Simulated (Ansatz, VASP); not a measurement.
**SiC in VASP and in Ansatz**

```
Si C
1.0
     3.13734    0.00000    0.00000
    -1.56867    2.71701    0.00000
     0.00000    0.00000    4.93272
Si C
2 2
Direct
  0.33333 0.66667 0.25000
  0.66667 0.33333 0.75000
  0.66667 0.33333 0.25000
  0.33333 0.66667 0.75000
```

Alike in both runs: task single point; functional PBE; k mesh 8 × 8 × 1; occupations fermi-dirac, width 0.02 eV; no spin polarisation.

|  | VASP | Ansatz |
| --- | --- | --- |
| version | VASP 6.6.1 | Ansatz 0.2.0 |
| potentials or method | VASP PAW PBE potentials, release 64 (Si, C) | plane waves |
| plane-wave cutoff (eV) | 600 | 420 |
| valence electrons in the cell | 16 | 16 |

```tsv
	VASP	Ansatz	Ansatz less VASP
pressure (GPa)	3.2	3.4	+0.21
traceless stress, the component that is largest in VASP (GPa)	-26.30	-26.39	-0.093
```

The k mesh is coarse, so the values compare programs but aren't converged.
